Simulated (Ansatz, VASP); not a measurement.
## One calculation of Zr4Al2C, two programs

INCAR

```
SYSTEM = Zr4Al2C
PREC = Accurate ; ENCUT = 520
EDIFF = 1E-6 ; ISMEAR = 0
SIGMA = 0.1 ; LREAL = .False.
LASPH = .True. ; NELM = 100
ALGO = Normal ; ISIF = 2
LWAVE = .False. ; LCHARG = .False.
GGA = PE ; NBANDS = 38
```

File KPOINTS:

```
Automatic mesh
0
Gamma
  6 6 6
  0 0 0
```

POSCAR

```
Zr4Al2C
1.0
   -2.2770000000      2.2770000000      7.2145000000
    2.2770000000     -2.2770000000      7.2145000000
    2.2770000000      2.2770000000     -7.2145000000
Zr Al C
4 2 1
Direct
    0.8405987900      0.8405987900      0.0000000000
    0.0000000000      0.5000000000      0.5000000000
    0.5000000000      0.0000000000      0.5000000000
    0.1594012100      0.1594012100      0.0000000000
    0.3509945200      0.3509945200      0.0000000000
    0.6490054800      0.6490054800      0.0000000000
    0.0000000000      0.0000000000      0.0000000000
```

Input for Ansatz:

```yaml
crystal:
  lattice:
    - [-2.277, 2.277, 7.2145]
    - [2.277, -2.277, 7.2145]
    - [2.277, 2.277, -7.2145]
  atoms:
    - { symbol: Zr, position: [0.84059879, 0.84059879, 0.0] }
    - { symbol: Zr, position: [0.0, 0.5, 0.5] }
    - { symbol: Zr, position: [0.5, 0.0, 0.5] }
    - { symbol: Zr, position: [0.15940121, 0.15940121, 0.0] }
    - { symbol: Al, position: [0.35099452, 0.35099452, 0.0] }
    - { symbol: Al, position: [0.64900548, 0.64900548, 0.0] }
    - { symbol: C, position: [0.0, 0.0, 0.0] }
basis:
  ecutwfc: 420
kpoints:
  mp_grid: { grid: [6, 6, 6] }
hamiltonian:
  xc: pbe
scf:
  occupations: { method: gaussian, width: 0.1 }
  lower_state_search: "off"
output:
  forces: true
  stress: true
  eigenvalues: true
```

Alike in both runs: task single point; functional PBE; k mesh 6 × 6 × 6; occupations gaussian, width 0.1 eV; no spin polarisation.

|  | VASP | Ansatz |
| --- | --- | --- |
| version | VASP 6.6.1 | Ansatz 0.2.0 |
| potentials or method | VASP PAW PBE potentials, release 64 (Zr_sv, Al, C), cutoff 520 eV | scalar-relativistic, plane waves, PAW |
| valence electrons in the cell | 58 | 58 |

VASP gave:

```
gap on the k mesh at the Fermi level (eV)                     : none
pressure (GPa)                                                : -4.5
traceless stress, the component that is largest in VASP (GPa) : 6.79
rms of the force components (eV/Å)                            : 0.460
```

Q: Estimate Ansatz's values.

A: gap on the k mesh at the Fermi level (eV): none; pressure (GPa): -4.5; traceless stress, the component that is largest in VASP (GPa): 6.79; rms of the force components (eV/Å): 0.462.

Atom by atom the forces differ by 0.003 eV/Å (rms over components). A gap of «none» marks a metal or a gap that the smearing closes.
